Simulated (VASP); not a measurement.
Set up this calculation in VASP 6.6.1, as the native input.

```yaml
Task: single point
Functional: PBE
Potentials_or_basis: VASP PAW PBE potentials, release 64 (Al, In_d, N)
Cutoff: 520 eV
k_mesh: 6 × 6 × 6
Occupations: gaussian, width 0.05 eV
Spin: no spin polarisation
Dipole_correction: no
Further_INCAR_settings: ALGO = Normal; EDIFF = 1e-06; NBANDS = 46
```

The structure of Al2InN3 lies in POSCAR:

```
Al2InN3
1.0
    4.7817996518     -2.7500415468      0.0000000000
    4.7817996518      2.7500415468      0.0000000000
    0.0000000000      0.0000000000      5.1051898028
Al In N
4 2 6
Direct
    0.0084427086      0.3348641725      0.9917411822
    0.6651358275      0.9915572914      0.9917411822
    0.9915572914      0.6651358275      0.4917411822
    0.3348641725      0.0084427086      0.4917411822
    0.3220722962      0.6779277038      0.9869930315
    0.6779277038      0.3220722962      0.4869930315
    0.0367610679      0.3336262977      0.3556963910
    0.6663737023      0.9632389321      0.3556963910
    0.9632389321      0.6663737023      0.8556963910
    0.3336262977      0.0367610679      0.8556963910
    0.2982358752      0.7017641248      0.4061317922
    0.7017641248      0.2982358752      0.9061317922
```

The input as run:

INCAR

```
  ALGO = Normal
  EDIFF = 1E-6
  ENCUT = 520
  GGA = PE
  ISIF = 2
  ISMEAR = 0
  LASPH = T
  LCHARG = F
  LREAL = F
  LWAVE = F
  NBANDS = 46
  NELM = 80
  PREC = Accurate
  SIGMA = 0.05
```

KPOINTS

```
k-points
0
Gamma
  6 6 6
```

Potentials or basis: VASP PAW PBE potentials, release 64 (Al, In_d, N).

Command:

```console
$ cat potpaw_PBE.64/Al/POTCAR potpaw_PBE.64/In_d/POTCAR potpaw_PBE.64/N/POTCAR > POTCAR
$ mpirun -np 1 vasp_std > vasp.out
```

It gave:

```yaml
Pressure: 16.7 GPa
Largest_force: 0.108 eV/Å
Band_gap_on_the_k_mesh: 2.64 eV
```

Caveat: the cell stands under pressure; spin-orbit coupling is left out, which moves the levels of the heavy elements.

Run time: 5.2 min on 1 thread of Intel(R) Xeon(R) Platinum 8259CL CPU @ 2.50GHz (Skylake/Cascade Lake), on a shared host, peak memory 0.41 GiB.
